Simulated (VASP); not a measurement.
# Ca (Fm-3m) in VASP: single point with HSE06

Aim: the single point of Ca with HSE06.

All numbers are computed with VASP 6.6.1; they aren't measurements. Logs are shortened: lines on timing, memory, paths and dates and some standing lists are left out, and cuts for length are marked.

## 1. The cell of the first run

The structure is cubic, space group Fm-3m (No. 225). The conventional cell has a = 5.593 Å, b = 5.593 Å, c = 5.593 Å, α = 90.00°, β = 90.00°, γ = 90.00°. Ca (site symmetry m-3m) has 12 Ca at 3.95 Å within 5.2 Å.

## 2. Single point, HSE06

File POSCAR:

```
Ca
1.0
    0.0000000000      2.7963199545      2.7963199545
    2.7963199545      0.0000000000      2.7963199545
    2.7963199545      2.7963199545      0.0000000000
Ca
1
Direct
    0.0000000000      0.0000000000      0.0000000000
```

File INCAR.step1:

```
SYSTEM = Ca
PREC = Accurate
ENCUT = 520
EDIFF = 1E-5
ISMEAR = -1
SIGMA = 0.1
LREAL = .False.
LASPH = .True.
NELM = 60
ALGO = Normal
ISIF = 2
LWAVE = .True.
GGA = PE
NBANDS = 11
```

File INCAR.step2:

```
SYSTEM = Ca
PREC = Accurate
ENCUT = 520
EDIFF = 1E-7
ISMEAR = -1
SIGMA = 0.1
LREAL = .False.
LASPH = .True.
NELM = 60
ALGO = Normal
ISIF = 2
LWAVE = .False.
LCHARG = .True.
GGA = PE
LHFCALC = .True.
HFSCREEN = 0.2079
PRECFOCK = Normal
LELF = .True.
LVHAR = .True.
ISTART = 1
NBANDS = 11
```

File KPOINTS:

```
Automatic mesh
0
Gamma
  6 6 6
  0 0 0
```

Potentials or basis: VASP PAW PBE potentials, release 64 (Ca_sv).

Run with:

```bash
$ cat potpaw_PBE.64/Ca_sv/POTCAR > POTCAR
$ cp INCAR.step1 INCAR
$ mpirun -np 1 vasp_std > vasp.out
$ cp INCAR.step2 INCAR
$ mpirun -np 1 vasp_std > vasp.out
```

OUTCAR:

```text
SYSTEM = Ca
   PREC = Accurate
   ENCUT = 520
   EDIFF = 1E-7
   ISMEAR = -1
   LREAL = .False.
   LASPH = .True.
   NELM = 60
   ISIF = 2
   GGA = PE
   LHFCALC = .True.
   HFSCREEN = 0.2079
   PRECFOCK = Normal
   ISTART = 1

 ion  position               nearest neighbor table
   1  0.000  0.000  0.000-

  LATTYP: Found a face centered cubic cell.
 ALAT       =     5.5926399090

  Lattice vectors:

 A1 = (   0.0000000000,   2.7963199545,   2.7963199545)
 A2 = (   2.7963199545,   0.0000000000,   2.7963199545)
 A3 = (   2.7963199545,   2.7963199545,   0.0000000000)

Analysis of symmetry for initial positions (statically):
=====================================================================
 Subroutine PRICEL returns:
 Original cell was already a primitive cell.

 Routine SETGRP: Setting up the symmetry group for a
 face centered cubic supercell.

 Subroutine GETGRP returns: Found 48 space group operations
 (whereof 48 operations were pure point group operations)
 out of a pool of 48 trial point group operations.

The static configuration has the point symmetry O_h .

Analysis of symmetry for dynamics (positions and initial velocities):
=====================================================================
 Subroutine PRICEL returns:
 Original cell was already a primitive cell.

 Routine SETGRP: Setting up the symmetry group for a
 face centered cubic supercell.

 Subroutine GETGRP returns: Found 48 space group operations
 (whereof 48 operations were pure point group operations)
 out of a pool of 48 trial point group operations.

The dynamic configuration has the point symmetry O_h .

 Subroutine INISYM returns: Found 48 space group operations
 (whereof 48 operations are pure point group operations),
 and found     1 'primitive' translations

----------------------------------------------------------------------------------------

                                     Primitive cell

  volume of cell :      43.7311

  direct lattice vectors                    reciprocal lattice vectors
     0.000000000  2.796319954  2.796319954    -0.178806434  0.178806434  0.178806434
     2.796319954  0.000000000  2.796319954     0.178806434 -0.178806434  0.178806434
     2.796319954  2.796319954  0.000000000     0.178806434  0.178806434 -0.178806434

  length of vectors
     3.954593604  3.954593604  3.954593604     0.309701829  0.309701829  0.309701829

  position of ions in fractional coordinates (direct lattice)
     0.000000000  0.000000000  0.000000000

  ion indices of the primitive-cell ions
   primitive index   ion index
                 1           1

----------------------------------------------------------------------------------------

 KPOINTS: Automatic mesh

Automatic generation of k-mesh.
 Grid dimensions read from file:
 generate k-points for:    6    6    6

 Generating k-lattice:

  Cartesian coordinates                     Fractional coordinates (reciprocal lattice)
    -0.029801072  0.029801072  0.029801072     0.166666667  0.000000000  0.000000000
     0.029801072 -0.029801072  0.029801072     0.000000000  0.166666667  0.000000000
     0.029801072  0.029801072 -0.029801072     0.000000000  0.000000000  0.166666667

  Length of vectors
     0.051616971  0.051616971  0.051616971

  Shift w.r.t. Gamma in fractional coordinates (k-lattice)
     0.000000000  0.000000000  0.000000000

 Subroutine IBZKPT returns following result:
 ===========================================

 Found     16 irreducible k-points:

 Following reciprocal coordinates:
            Coordinates               Weight
  0.000000  0.000000  0.000000      1.000000
  0.166667  0.000000  0.000000      8.000000
  0.333333  0.000000  0.000000      8.000000
  0.500000  0.000000  0.000000      4.000000
  0.166667  0.166667  0.000000      6.000000
  0.333333  0.166667  0.000000     24.000000
[... 8 lines left out ...]
 -0.333333  0.333333  0.166667     24.000000
 -0.333333  0.500000  0.166667     12.000000
   k-points           NKPTS =     16   k-points in BZ     NKDIM =    216   number of bands    NBANDS=     11
   number of dos      NEDOS =    301   number of ions     NIONS =      1
   total plane-waves  NPLWV =  27000
   dimension x,y,z NGX =    30 NGY =   30 NGZ =   30
   dimension x,y,z NGXF=    60 NGYF=   60 NGZF=   60
   ions per type =               1
   NGX,Y,Z   is equivalent  to a cutoff of  12.61, 12.61, 12.61 a.u.
   NGXF,Y,Z  is equivalent  to a cutoff of  25.22, 25.22, 25.22 a.u.
 SYSTEM =  Ca
   PREC   = accura    normal or accurate (medium, high low for compatibility)
   ISTART =      1    job   : 0-new  1-cont  2-samecut
   ICHARG =      0    charge: 1-file 2-atom 10-const
   ISPIN  =      1    spin polarized calculation?
   LNONCOLLINEAR =      F non collinear calculations
   LSORBIT =      F    spin-orbit coupling
   LASPH  =      T    aspherical Exc in radial PAW
   ENCUT  =  520.0 eV  38.22 Ry    6.18 a.u.   7.35  7.35  7.35*2*pi/ulx,y,z
   NELM   =     60;   NELMIN=  2; NELMDL=  0     # of ELM steps
   EDIFF  = 0.1E-06   stopping-criterion for ELM
   LREAL  =      F    real-space projection
   EDIFFG = 0.1E-05   stopping-criterion for IOM
   NSW    =      0    number of steps for IOM
   IBRION =     -1    ionic relax: 0-MD 1-quasi-New 2-CG
   NFREE  =      0    steps in history (QN), initial steepest desc. (CG)
   ISIF   =      2    stress and relaxation
   ISYM   =      3    0-nonsym 1-usesym 2-fastsym
   POTIM  = 0.5000    time-step for ionic-motion
   TEBEG  =    0.0;   TEEND  =   0.0 temperature during run
   PSTRESS=    0.0 pullay stress
   NELECT =      10.0000    total number of electrons
   NUPDOWN=      -1.0000    fix difference up-down
   EMIN   =  10.00;   EMAX   =-10.00  energy-range for DOS
   EFERMI =   0.00;   METHOD = LEGACY
   ISMEAR =    -1;   SIGMA  =   0.10  broadening in eV -4-tet -1-fermi 0-gaus
   EFERMI_NEDOS =   21; number of points for ismear=-14 and -15
   IALGO  =     38    algorithm
   IMIX   =      1    mixing-type and parameters
     AMIX     =   0.40;   BMIX     =  1.00
     AMIX_MAG =   1.60;   BMIX_MAG =  1.00
  volume/ion in A,a.u.               =      43.73       295.11
  Fermi-wavevector in a.u.,A,eV,Ry     =   1.001101  1.891807 13.635807  1.002204
  Thomas-Fermi vector in A             =   2.133501
   LORBIT       =      0    0 simple, 1 ext, 2 COOP (PROOUT), +10 PAW based schemes
   GGA     = PE    functional components
   LHFCALC =     T    Hartree Fock is set to
   PRECFOCK=normal    Normal, Fast or Accurate (Low or Medium for compatibility)
   ENCUT4O =  -1.0   cutoff for four orbital integrals eV
   NKREDX  =     1    reduce k-point grid by
   NKREDY  =     1    reduce k-point grid by
   NKREDZ  =     1    reduce k-point grid by
   AEXX    =    0.2500 exact exchange contribution
   HFSCREEN=    0.2079 screening length (either q_TF or 0.3 A-1)
   HFSCREENC=   0.2079 screening length for correlation (either q_TF or 0.3 A-1)
   ENCUTFOCK=  -1.0 apply spherical cutoff to Coloumb kernel
   IVDW    =     0    specifies the selected vdW correction
   LEPSILON=     F    determine dielectric tensor
   LRPA    =     F    only Hartree local field effects (RPA)
 non-spin polarized calculation
  energy-cutoff  :      520.00
  volume of cell :       43.73
 maximum number of plane-waves:      1243
 NGX is ok and might be reduce to    30
  NGX = 24; NGY = 24; NGZ = 24

 number of electron       9.9999997 magnetization

 Free energy of the ion-electron system (eV)
  ---------------------------------------------------
  ext. energy  EPLUGINS =         0.00000000
  ---------------------------------------------------
  free energy    TOTEN  =        -1.82528346 eV

  energy without entropy =       -1.78104897  energy(sigma->0) =       -1.80316622

 E-fermi :   2.0001     XC(G=0):  -6.4287

 val. band max:        1.8898031471   @ k =  -0.3333   0.3333   0.1667
 cond. band min:       2.0315070569   @ k =  -0.3333   0.5000   0.1667
 fundamental gap:      0.1417039099
 Fermi energy:         2.0001132803

 k-point     1 :       0.0000    0.0000    0.0000
  band No.  band energies     occupation
      1     -43.8708      2.00000
      2     -23.2977      2.00000
      3     -23.2977      2.00000
      4     -23.2977      2.00000
      5      -2.8884      2.00000
      6       5.0639      0.00000
      7       5.0639      0.00000
      8       5.0639      0.00000
      9       6.2498      0.00000
     10       6.2498      0.00000
     11      11.3637      0.00000

 k-point     2 :       0.1667    0.0000    0.0000
  band No.  band energies     occupation
      1     -43.8678      2.00000
      2     -23.3307      2.00000
      3     -23.3020      2.00000
      4     -23.3020      2.00000
      5      -2.3556      2.00000
      6       4.4732      0.00000
      7       5.1996      0.00000
      8       5.1996      0.00000
      9       6.1353      0.00000
     10       6.1353      0.00000
     11      11.0750      0.00000

 k-point     3 :       0.3333    0.0000    0.0000
  band No.  band energies     occupation
      1     -43.8617      2.00000
      2     -23.3954      2.00000
      3     -23.3106      2.00000
      4     -23.3106      2.00000
      5      -0.8755      2.00000
      6       3.1294      0.00002
      7       5.0671      0.00000
      8       5.0671      0.00000
      9       6.5453      0.00000
     10       6.5453      0.00000
     11       8.8085      0.00000
[... 155 lines left out ...]
 k-point    15 :      -0.3333    0.3333    0.1667
  band No.  band energies     occupation
      1     -43.8560      2.00000
      2     -23.3963      2.00000
      3     -23.3636      2.00000
      4     -23.3332      2.00000
      5       1.8898      1.50168
      6       2.1606      0.33472
      7       3.5040      0.00000
      8       5.3348      0.00000
      9       6.7184      0.00000
     10       7.5070      0.00000
     11       7.5241      0.00000

 k-point    16 :      -0.3333    0.5000    0.1667
  band No.  band energies     occupation
      1     -43.8551      2.00000
      2     -23.3979      2.00000
      3     -23.3615      2.00000
      4     -23.3451      2.00000
      5       2.0315      0.84431
      6       2.8222      0.00054
      7       2.9445      0.00016
      8       5.4164      0.00000
      9       7.2254      0.00000
     10       7.5390      0.00000
     11       7.7698      0.00000

------------------------ aborting loop because EDIFF is reached ----------------------------------------

  FORCE on cell =-STRESS in cart. coord.  units (eV):
  Direction    XX          YY          ZZ          XY          YZ          ZX
  --------------------------------------------------------------------------------------
  -------------------------------------------------------------------------------------
  Total       -0.0082690     -0.0082690     -0.0082690      0.0000000     -0.0000000      0.0000000
  in kB       -0.3029510     -0.3029510     -0.3029510      0.0000000     -0.0000000      0.0000000
  external PRESSURE =      -0.3029510 kB  Pullay stress =       0.0000000 kB

 VOLUME and BASIS-vectors are now :
 -----------------------------------------------------------------------------
  energy-cutoff  :      520.00
  volume of cell :       43.73
      direct lattice vectors                 reciprocal lattice vectors
     0.000000000  2.796319954  2.796319954    -0.178806434  0.178806434  0.178806434
     2.796319954  0.000000000  2.796319954     0.178806434 -0.178806434  0.178806434
     2.796319954  2.796319954  0.000000000     0.178806434  0.178806434 -0.178806434

 POSITION                                       TOTAL-FORCE (eV/Angst)
 -----------------------------------------------------------------------------------
      0.00000      0.00000      0.00000         0.000000      0.000000      0.000000
 -----------------------------------------------------------------------------------
    total drift:                               -0.000000     -0.000000     -0.000000

  FREE ENERGIE OF THE ION-ELECTRON SYSTEM (eV)
  ---------------------------------------------------
  free  energy   TOTEN  =        -1.8252834593 eV

  energy  without entropy=       -1.7810489728  energy(sigma->0) =       -1.80316622
```

It took 48 min on 1 thread of AMD EPYC 7R43 (Zen 3), shared host; peak memory 0.24 GiB.

What came out:

| Property | Result |
| --- | --- |
| Free energy | -1.8253 eV |
| Pressure | 0.0 GPa |
| Band gap on the k mesh | zero (bands 5 and 6 overlap by 0.56 eV) |

Caveat: the PAW data sets were made with another functional, which shifts forces and pressure a little.

The gap in the log of VASP goes by the Fermi energy; the results here count the filled bands.